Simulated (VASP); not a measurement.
BeS:

```
CELL_PARAMETERS angstrom
3.46216 0.00000 0.00000
-1.73108 2.99832 0.00000
0.00000 0.00000 6.99243
ATOMIC_POSITIONS crystal
Be 0.33333 0.66667 0.25000
Be 0.66667 0.33333 0.75000
S 0.66667 0.33333 0.25000
S 0.33333 0.66667 0.75000
```

Base run:

```yaml
Program: VASP 6.6.1
Functional: PBE
Potentials_or_basis: VASP PAW PBE potentials, release 64 (Be, S)
Cutoff: 520 eV
k_mesh: 12 × 12 × 4
Occupations: fermi-dirac, width 0.02 eV
Spin: no spin polarisation
```

Its results: band gap on the k mesh 3.94 eV, indirect (least direct gap 4.14 eV); pressure 0.5 GPa.

Q: After a change of settings the same cell gave: band gap on the k mesh 4.18 eV, indirect (least direct gap 4.32 eV); pressure 0.5 GPa. Which change was it?
A. functional from PBE to r2SCAN; further incar settings from ALGO = Normal; EDIFF = 1e-06; NBANDS = 16 to ALGO = Normal; EDIFF = 1e-07; NBANDS = 16
B. k mesh from 12 × 12 × 4 to 6 × 6 × 2; occupations from fermi-dirac, width 0.02 eV to gaussian, width 0.01 eV
C. functional from PBE to r2SCAN; occupations from fermi-dirac, width 0.02 eV to gaussian, width 0.01 eV

A: B.

Caveats: some runs use coarse meshes.
